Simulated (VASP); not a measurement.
The system is Ag.

```
CELL_PARAMETERS angstrom
0.00000 2.04275 2.04275
2.04275 0.00000 2.04275
2.04275 2.04275 0.00000
ATOMIC_POSITIONS crystal
Ag 0.00000 0.00000 0.00000
```

| Item | Value |
| --- | --- |
| Program | VASP 6.6.1 |
| Task | relaxation of cell and atoms |
| Functional | PBE |
| Potentials or basis | VASP PAW PBE potentials, release 64 (Ag) |
| Cutoff | 600 eV |
| k mesh | 18 × 18 × 18 |
| Occupations | gaussian, width 0.1 eV |
| Spin | no spin polarisation |

At the start: pressure 4.5 GPa; volume 17.05 Å³/atom.

Problem. How do energy, volume and symmetry change on relaxing?

Solution. Over 3 steps the energy falls by 10.2 meV/atom and the volume is 17.80 Å³/atom (+4.4 %); space group Fm-3m (No. 225, to 0.05 Å).

The path:
```tsv
step	energy change (eV)	largest force (eV/Å)	pressure (GPa)	volume (Å³)
1	0.0000	0.0000	4.54	17.05
2	-0.0069	0.0000	-2.18	18.27
3	-0.0102	0.0000	0.01	17.80
```

Final structure:
```
Ag
1.0
     0.00000    2.07246    2.07246
     2.07246    0.00000    2.07246
     2.07246    2.07246    0.00000
Ag
1
Direct
  0.00000 0.00000 0.00000
```
